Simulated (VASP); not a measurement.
# P in VASP: a series of runs

The runs below take P through single point, with PBE.

All numbers are computed with VASP 6.6.1; they aren't measurements. Logs are shortened: lines on timing, memory, paths and dates and some standing lists are left out, and cuts for length are marked.

### Step 1. The cell of the first run

The cell holds a slab with vacuum, 4 atoms: a = 2.791 Å, b = 29.628 Å, c = 4.632 Å, α = 90.00°, β = 90.00°, γ = 90.00°.

### Step 2. Single point, PBE (strain -0.1500 x Voigt [1, 1, 0, 0, 0, 0])

INCAR

```
SYSTEM = P
ALGO = Normal ; EDIFF = 1E-6
ENCUT = 520 ; GGA = PE
ISIF = 2 ; ISMEAR = 0
LASPH = .TRUE. ; LCHARG = .FALSE.
LREAL = .FALSE. ; LWAVE = .FALSE.
NBANDS = 18 ; NELM = 100
PREC = Accurate ; SIGMA = 0.05
```

KPOINTS

```
k-points
0
G
  8 1 6
  0 0 0
```

POSCAR

```
P
1.0
    2.7911685620      0.0000000000      0.0000000000
    0.0000000000     29.6284763415      0.0000000000
    0.0000000000      0.0000000000      4.6320847100
P
4
Direct
    0.0000000000      0.9702614300      0.5921507200
    0.0000000000      0.0297385700      0.4078492800
    0.5000000000      0.0297385700      0.0921507200
    0.5000000000      0.9702614300      0.9078492800
```

Potentials or basis: VASP PAW PBE potentials, release 64 (P).

Started as:

```console
$ cat potpaw_PBE.64/P/POTCAR > POTCAR
$ mpirun -np 1 vasp_std > vasp.out
```

OUTCAR:

```text
SYSTEM = P
   EDIFF = 1E-6
   ENCUT = 520
   GGA = PE
   ISIF = 2
   ISMEAR = 0
   LASPH = .TRUE.
   LREAL = .FALSE.
   NELM = 100
   PREC = Accurate

 ion  position               nearest neighbor table
   1  0.000  0.970  0.592-   2 1.96   4 2.02   4 2.02
   2  0.000  0.030  0.408-   1 1.96   3 2.02   3 2.02
   3  0.500  0.030  0.092-   4 1.96   2 2.02   2 2.02
   4  0.500  0.970  0.908-   3 1.96   1 2.02   1 2.02

  LATTYP: Found a simple orthorhombic cell.
 ALAT       =     2.7911685620
 B/A-ratio  =     1.6595503307
 C/A-ratio  =    10.6150795566

  Lattice vectors:

 A1 = (  -2.7911685620,   0.0000000000,   0.0000000000)
 A2 = (   0.0000000000,   0.0000000000,   4.6320847100)
 A3 = (   0.0000000000,  29.6284763415,   0.0000000000)

Analysis of symmetry for initial positions (statically):
=====================================================================
 Subroutine PRICEL returns:
 Original cell was already a primitive cell.

 Routine SETGRP: Setting up the symmetry group for a
 simple orthorhombic supercell.

 Subroutine GETGRP returns: Found  8 space group operations
 (whereof  4 operations were pure point group operations)
 out of a pool of  8 trial point group operations.

The static configuration has the point symmetry C_2h.
 The point group associated with its full space group is D_2h.

Analysis of symmetry for dynamics (positions and initial velocities):
=====================================================================
 Subroutine PRICEL returns:
 Original cell was already a primitive cell.

 Routine SETGRP: Setting up the symmetry group for a
 simple orthorhombic supercell.

 Subroutine GETGRP returns: Found  8 space group operations
 (whereof  4 operations were pure point group operations)
 out of a pool of  8 trial point group operations.

The dynamic configuration has the point symmetry C_2h.
 The point group associated with its full space group is D_2h.

 Subroutine INISYM returns: Found  8 space group operations
 (whereof  4 operations are pure point group operations),
 and found     1 'primitive' translations

----------------------------------------------------------------------------------------

                                     Primitive cell

  volume of cell :     383.0645

  direct lattice vectors                    reciprocal lattice vectors
     2.791168562  0.000000000  0.000000000     0.358272880  0.000000000  0.000000000
     0.000000000 29.628476342  0.000000000     0.000000000  0.033751314  0.000000000
     0.000000000  0.000000000  4.632084710     0.000000000  0.000000000  0.215885516

  length of vectors
     2.791168562 29.628476342  4.632084710     0.358272880  0.033751314  0.215885516

  position of ions in fractional coordinates (direct lattice)
     0.000000000  0.970261430  0.592150720
     0.000000000  0.029738570  0.407849280
     0.500000000  0.029738570  0.092150720
     0.500000000  0.970261430  0.907849280

  ion indices of the primitive-cell ions
   primitive index   ion index
                 1           1
                 2           2
                 3           3
                 4           4

----------------------------------------------------------------------------------------

 KPOINTS: k-points

Automatic generation of k-mesh.
 Grid dimensions read from file:
 generate k-points for:    8    1    6

 Generating k-lattice:

  Cartesian coordinates                     Fractional coordinates (reciprocal lattice)
     0.044784110  0.000000000  0.000000000     0.125000000  0.000000000  0.000000000
     0.000000000  0.033751314  0.000000000     0.000000000  1.000000000  0.000000000
     0.000000000  0.000000000  0.035980919     0.000000000  0.000000000  0.166666667

  Length of vectors
     0.044784110  0.033751314  0.035980919

  Shift w.r.t. Gamma in fractional coordinates (k-lattice)
     0.000000000  0.000000000  0.000000000

 Subroutine IBZKPT returns following result:
 ===========================================

 Found     20 irreducible k-points:

 Following reciprocal coordinates:
            Coordinates               Weight
  0.000000  0.000000  0.000000      1.000000
  0.125000  0.000000  0.000000      2.000000
  0.250000  0.000000  0.000000      2.000000
  0.375000  0.000000  0.000000      2.000000
  0.500000  0.000000  0.000000      1.000000
  0.000000  0.000000  0.166667      2.000000
[... 12 lines left out ...]
  0.375000  0.000000  0.500000      2.000000
  0.500000  0.000000  0.500000      1.000000
   k-points           NKPTS =     20   k-points in BZ     NKDIM =     20   number of bands    NBANDS=     18
   number of dos      NEDOS =    301   number of ions     NIONS =      4
   total plane-waves  NPLWV = 193536
   dimension x,y,z NGX =    24 NGY =  224 NGZ =   36
   dimension x,y,z NGXF=    48 NGYF=  448 NGZF=   72
   ions per type =               4
   NGX,Y,Z   is equivalent  to a cutoff of  14.29, 12.57, 12.92 a.u.
   NGXF,Y,Z  is equivalent  to a cutoff of  28.59, 25.14, 25.84 a.u.
 SYSTEM =  P
   PREC   = accura    normal or accurate (medium, high low for compatibility)
   ISTART =      0    job   : 0-new  1-cont  2-samecut
   ICHARG =      2    charge: 1-file 2-atom 10-const
   ISPIN  =      1    spin polarized calculation?
   LNONCOLLINEAR =      F non collinear calculations
   LSORBIT =      F    spin-orbit coupling
   LASPH  =      T    aspherical Exc in radial PAW
   ENCUT  =  520.0 eV  38.22 Ry    6.18 a.u.   5.19 55.09  8.61*2*pi/ulx,y,z
   NELM   =    100;   NELMIN=  2; NELMDL= -5     # of ELM steps
   EDIFF  = 0.1E-05   stopping-criterion for ELM
   LREAL  =      F    real-space projection
   EDIFFG = 0.1E-04   stopping-criterion for IOM
   NSW    =      0    number of steps for IOM
   IBRION =     -1    ionic relax: 0-MD 1-quasi-New 2-CG
   NFREE  =      0    steps in history (QN), initial steepest desc. (CG)
   ISIF   =      2    stress and relaxation
   ISYM   =      2    0-nonsym 1-usesym 2-fastsym
   POTIM  = 0.5000    time-step for ionic-motion
   TEBEG  =    0.0;   TEEND  =   0.0 temperature during run
   PSTRESS=    0.0 pullay stress
   NELECT =      20.0000    total number of electrons
   NUPDOWN=      -1.0000    fix difference up-down
   EMIN   =  10.00;   EMAX   =-10.00  energy-range for DOS
   EFERMI =   0.00;   METHOD = LEGACY
[... 30 lines left out ...]
  free energy    TOTEN  =       -18.16779853 eV

  energy without entropy =      -18.16779853  energy(sigma->0) =      -18.16779853

 E-fermi :  -2.3736     XC(G=0):  -2.1123

 val. band max:       -2.5737566440   @ k =   0.0000   0.0000   0.0000
 cond. band min:      -2.1662883371   @ k =   0.2500   0.0000   0.0000
 fundamental gap:      0.4074683070
 Fermi energy:        -2.3735658633

 k-point     1 :       0.0000    0.0000    0.0000
  band No.  band energies     occupation
      1     -20.5069      2.00000
      2     -17.0292      2.00000
      3     -14.3949      2.00000
      4     -10.1314      2.00000
      5      -9.4839      2.00000
      6      -7.7584      2.00000
[... 10 lines left out ...]
     17       2.3735      0.00000
     18       2.4826      0.00000

 k-point     2 :       0.1250    0.0000    0.0000
  band No.  band energies     occupation
      1     -20.2367      2.00000
      2     -16.7540      2.00000
      3     -14.2286      2.00000
      4      -9.9328      2.00000
      5      -9.2277      2.00000
      6      -7.5246      2.00000
[... 10 lines left out ...]
     17       2.6666      0.00000
     18       3.2994      0.00000

 k-point     3 :       0.2500    0.0000    0.0000
  band No.  band energies     occupation
      1     -19.4335      2.00000
      2     -15.9319      2.00000
      3     -13.9315      2.00000
      4      -9.6270      2.00000
      5      -9.4216      2.00000
      6      -8.4739      2.00000
[... 10 lines left out ...]
     17       2.9039      0.00000
     18       3.4180      0.00000

 k-point     4 :       0.3750    0.0000    0.0000
  band No.  band energies     occupation
      1     -18.1248      2.00000
      2     -14.5859      2.00000
      3     -14.5730      2.00000
      4     -10.6414      2.00000
      5     -10.3336      2.00000
      6      -9.0908      2.00000
[... 10 lines left out ...]
     17       3.8238      0.00000
     18       4.2259      0.00000

 k-point     5 :       0.5000    0.0000    0.0000
  band No.  band energies     occupation
      1     -16.3923      2.00000
      2     -16.3923      2.00000
      3     -12.6962      2.00000
      4     -12.6962      2.00000
      5      -9.8257      2.00000
      6      -9.8257      2.00000
[... 10 lines left out ...]
     17       3.8022      0.00000
     18       3.8022      0.00000

 k-point     6 :       0.0000    0.0000    0.1667
  band No.  band energies     occupation
      1     -20.3571      2.00000
      2     -17.4571      2.00000
      3     -14.1279      2.00000
      4     -10.6453      2.00000
      5      -8.9087      2.00000
      6      -7.5610      2.00000
[... 10 lines left out ...]
     17       2.2978      0.00000
     18       2.4086      0.00000

 k-point     7 :       0.1250    0.0000    0.1667
  band No.  band energies     occupation
      1     -20.0875      2.00000
      2     -17.1896      2.00000
      3     -13.9413      2.00000
      4     -10.4360      2.00000
      5      -8.7110      2.00000
      6      -7.3348      2.00000
[... 10 lines left out ...]
     17       2.7246      0.00000
     18       2.8813      0.00000

 k-point     8 :       0.2500    0.0000    0.1667
  band No.  band energies     occupation
      1     -19.2867      2.00000
      2     -16.4035      2.00000
      3     -13.5595      2.00000
      4      -9.9190      2.00000
      5      -9.6769      2.00000
      6      -7.8142      2.00000
[... 10 lines left out ...]
     17       3.5634      0.00000
     18       3.6103      0.00000
[... 145 lines left out ...]
     17       3.9951      0.00000
     18       3.9951      0.00000

 k-point    16 :       0.0000    0.0000    0.5000
  band No.  band energies     occupation
      1     -19.2169      2.00000
      2     -19.2169      2.00000
      3     -12.6799      2.00000
      4     -12.6799      2.00000
      5      -6.2756      2.00000
      6      -6.2756      2.00000
[... 10 lines left out ...]
     17       3.0423      0.00000
     18       3.0423      0.00000

 k-point    17 :       0.1250    0.0000    0.5000
  band No.  band energies     occupation
      1     -18.9516      2.00000
      2     -18.9516      2.00000
      3     -12.4582      2.00000
      4     -12.4582      2.00000
      5      -6.5619      2.00000
      6      -6.5619      2.00000
[... 10 lines left out ...]
     17       3.6523      0.00000
     18       3.6523      0.00000

 k-point    18 :       0.2500    0.0000    0.5000
  band No.  band energies     occupation
      1     -18.1684      2.00000
      2     -18.1684      2.00000
      3     -11.9264      2.00000
      4     -11.9264      2.00000
      5      -8.9740      2.00000
      6      -8.9740      2.00000
[... 10 lines left out ...]
     17       4.1472      0.00000
     18       4.1472      0.00000

 k-point    19 :       0.3750    0.0000    0.5000
  band No.  band energies     occupation
      1     -16.9374      2.00000
      2     -16.9374      2.00000
      3     -12.5192      2.00000
      4     -12.5192      2.00000
      5      -9.8426      2.00000
      6      -9.8426      2.00000
[... 10 lines left out ...]
     17       4.0905      0.00000
     18       4.0905      0.00000

 k-point    20 :       0.5000    0.0000    0.5000
  band No.  band energies     occupation
      1     -15.8947      2.00000
      2     -15.8947      2.00000
      3     -13.8298      2.00000
      4     -13.8298      2.00000
      5      -9.0270      2.00000
      6      -9.0270      2.00000
[... 10 lines left out ...]
     17       4.6416      0.00000
     18       4.6416      0.00000

------------------------ aborting loop because EDIFF is reached ----------------------------------------

  FORCE on cell =-STRESS in cart. coord.  units (eV):
  Direction    XX          YY          ZZ          XY          YZ          ZX
  --------------------------------------------------------------------------------------
  -------------------------------------------------------------------------------------
  Total       25.6918268     16.7741704     13.4839425      0.0000000      0.0000000      0.0000000
  in kB      107.4567475     70.1584131     56.3969476      0.0000000      0.0000000      0.0000000
  external PRESSURE =      78.0040361 kB  Pullay stress =       0.0000000 kB

 VOLUME and BASIS-vectors are now :
 -----------------------------------------------------------------------------
  energy-cutoff  :      520.00
  volume of cell :      383.06
      direct lattice vectors                 reciprocal lattice vectors
     2.791168562  0.000000000  0.000000000     0.358272880  0.000000000  0.000000000
     0.000000000 29.628476342  0.000000000     0.000000000  0.033751314  0.000000000
     0.000000000  0.000000000  4.632084710     0.000000000  0.000000000  0.215885516

 POSITION                                       TOTAL-FORCE (eV/Angst)
 -----------------------------------------------------------------------------------
      0.00000     28.74737      2.74289         0.000000     -4.765263     -0.709229
      0.00000      0.88111      1.88919         0.000000      4.765263      0.709229
      1.39558      0.88111      0.42685         0.000000      4.765263     -0.709229
      1.39558     28.74737      4.20523         0.000000     -4.765263      0.709229
 -----------------------------------------------------------------------------------
    total drift:                               -0.000000      0.000000     -0.000000

  FREE ENERGIE OF THE ION-ELECTRON SYSTEM (eV)
  ---------------------------------------------------
  free  energy   TOTEN  =       -18.1677985335 eV

  energy  without entropy=      -18.1677985334  energy(sigma->0) =      -18.16779853
```

Wall time 4.8 min (1 thread of Oxide Virtual Turin-like, shared host); peak memory 0.45 GiB.

What came out:

```
Free energy            : -18.1678 eV
Largest force          : 4.818 eV/Å
Band gap on the k mesh : 0.41 eV (least direct gap 0.65 eV)
```

Forces in eV/Å, atoms in the order of the input:
```
P    0.000 -4.765 -0.709
P    0.000  4.765  0.709
P    0.000  4.765 -0.709
P    0.000 -4.765  0.709
```

Levels at points of the mesh, in eV from the valence-band top:
```tsv
k point	band 7	band 8	band 9	band 10	band 11	band 12	band 13	band 14
(0.00, 0.00, 0.00)	-2.53	-2.30	-0.64	0.00	1.00	2.90	3.71	4.19
(0.50, 0.00, 0.00)	-3.48	-3.48	-2.36	-2.36	0.60	0.60	1.97	1.97
(0.00, 0.00, 0.50)	-3.07	-3.07	-1.34	-1.34	3.59	3.59	3.83	3.83
(0.50, 0.00, 0.50)	-5.04	-5.04	-0.76	-0.76	1.88	1.88	2.92	2.92
```

Caveat: the cell differs from its parent crystal (strain -0.1500 x Voigt [1, 1, 0, 0, 0, 0]); there is no dipole correction, which matters where the two faces differ; semilocal functionals underestimate gaps, and a narrow one can read as zero.

### Step 3. Single point, PBE (strain -0.1125 x Voigt [1, 1, 0, 0, 0, 0])

INCAR

```
SYSTEM = P
PREC = Accurate ; ENCUT = 520
EDIFF = 1E-6 ; ISMEAR = 0
SIGMA = 0.05 ; LREAL = .False.
LASPH = .True. ; NELM = 100
ALGO = Normal ; ISIF = 2
LWAVE = .False. ; LCHARG = .False.
GGA = PE ; NBANDS = 18
```

KPOINTS

```
regular mesh
0
Gamma
  8 1 6
  0 0 0
```

Changes to POSCAR since step 2:

```diff
@@ -2,4 +2,4 @@
 1.0
-    2.7911685620      0.0000000000      0.0000000000
-    0.0000000000     29.6284763415      0.0000000000
+    2.9143083515      0.0000000000      0.0000000000
+    0.0000000000     30.9356150036      0.0000000000
     0.0000000000      0.0000000000      4.6320847100
```

Potentials or basis: VASP PAW PBE potentials, release 64 (P).

Started as:

```console
$ cat potpaw_PBE.64/P/POTCAR > POTCAR
$ mpirun -np 1 vasp_std > vasp.out
```

Wall time 4.5 min (1 thread of Oxide Virtual Turin-like, shared host); peak memory 0.47 GiB.

It converged, with:

```yaml
Free_energy: -19.7179 eV
Largest_force: 3.210 eV/Å
Band_gap_on_the_k_mesh: 0.85 eV (least direct gap 0.94 eV)
```

Forces on the atoms (eV/Å):
```
P    0.000 -3.158 -0.574
P    0.000  3.158  0.574
P    0.000  3.158 -0.574
P    0.000 -3.158  0.574
```

Levels at points of the mesh, in eV from the valence-band top:
| k point | band 6 | band 7 | band 8 | band 9 | band 10 | band 11 | band 12 | band 13 | band 14 | band 15 |
| --- | --- | --- | --- | --- | --- | --- | --- | --- | --- | --- |
| (0.00, 0.00, 0.00) | -4.72 | -2.54 | -2.05 | -0.43 | -0.21 | 1.25 | 2.75 | 4.07 | 4.13 | 4.63 |
| (0.50, 0.00, 0.00) | -6.44 | -3.09 | -3.09 | -2.04 | -2.04 | 0.99 | 0.99 | 2.24 | 2.24 | 4.99 |
| (0.00, 0.00, 0.50) | -3.24 | -2.31 | -2.31 | -1.62 | -1.62 | 3.60 | 3.60 | 4.21 | 4.21 | 5.19 |
| (0.50, 0.00, 0.50) | -5.86 | -4.75 | -4.75 | -0.66 | -0.66 | 2.54 | 2.54 | 3.13 | 3.13 | 4.39 |

Caveat: the cell differs from its parent crystal (strain -0.1125 x Voigt [1, 1, 0, 0, 0, 0]); there is no dipole correction, which matters where the two faces differ.

### Step 4. Single point, PBE (strain -0.0750 x Voigt [1, 1, 0, 0, 0, 0])

INCAR

```
  ALGO = Normal
  EDIFF = 1E-6
  ENCUT = 520
  GGA = PE
  ISIF = 2
  ISMEAR = 0
  LASPH = T
  LCHARG = F
  LREAL = F
  LWAVE = F
  NBANDS = 18
  NELM = 80
  PREC = Accurate
  SIGMA = 0.05
```

KPOINTS

```
k-points
0
Gamma
  8 1 6
```

Changes to POSCAR since step 3:

```diff
@@ -2,4 +2,4 @@
 1.0
-    2.9143083515      0.0000000000      0.0000000000
-    0.0000000000     30.9356150036      0.0000000000
+    3.0374481410      0.0000000000      0.0000000000
+    0.0000000000     32.2427536658      0.0000000000
     0.0000000000      0.0000000000      4.6320847100
```

Started as:

```console
$ cat potpaw_PBE.64/P/POTCAR > POTCAR
$ mpirun -np 1 vasp_std > vasp.out
```

It took 4.5 min on 1 thread of Oxide Virtual Turin-like, shared host; peak memory 0.46 GiB.

Results (log left out):

* Free energy: -20.7074 eV
* Largest force: 1.949 eV/Å
* Band gap on the k mesh: 0.99 eV (least direct gap 1.22 eV)

Forces on the atoms (eV/Å):
```
P    0.000 -1.897 -0.445
P    0.000  1.897  0.445
P    0.000  1.897 -0.445
P    0.000 -1.897  0.445
```

Levels at points of the mesh, in eV from the valence-band top:
```csv
k point,band 6,band 7,band 8,band 9,band 10,band 11,band 12,band 13,band 14,band 15
"(0.00, 0.00, 0.00)",-4.63,-2.94,-1.89,-1.02,-0.11,1.16,2.32,3.75,3.92,4.23
"(0.50, 0.00, 0.00)",-5.96,-2.99,-2.99,-2.03,-2.03,1.08,1.08,2.24,2.24,4.56
"(0.00, 0.00, 0.50)",-3.11,-2.07,-2.07,-1.93,-1.93,3.13,3.13,4.11,4.11,4.64
"(0.50, 0.00, 0.50)",-5.58,-4.72,-4.72,-0.83,-0.83,2.63,2.63,3.26,3.26,4.72
```

Caveat: the cell differs from its parent crystal (strain -0.0750 x Voigt [1, 1, 0, 0, 0, 0]); there is no dipole correction, which matters where the two faces differ.

### Step 5. The runs side by side

```tsv
cell	gap on the mesh (eV)	largest force (eV/Å)
a = 2.791, b = 29.628, c = 4.632 Å, 4 atoms	0.41	4.82
a = 2.914, b = 30.936, c = 4.632 Å, 4 atoms	0.85	3.21
a = 3.037, b = 32.243, c = 4.632 Å, 4 atoms	0.99	1.95
```

Alike in all rows: task single point; level PBE; potentials or basis VASP PAW PBE potentials, release 64 (P); no spin polarisation; k mesh 8 × 1 × 6; cutoff (eV) 520; smearing gaussian 0.05 eV.

Caveats: there is no dipole correction, which matters where the two faces differ; semilocal functionals underestimate gaps, and a narrow one can read as zero (at least some runs).

Total energies depend on the potentials used, so only differences within one code and one set of settings carry meaning.
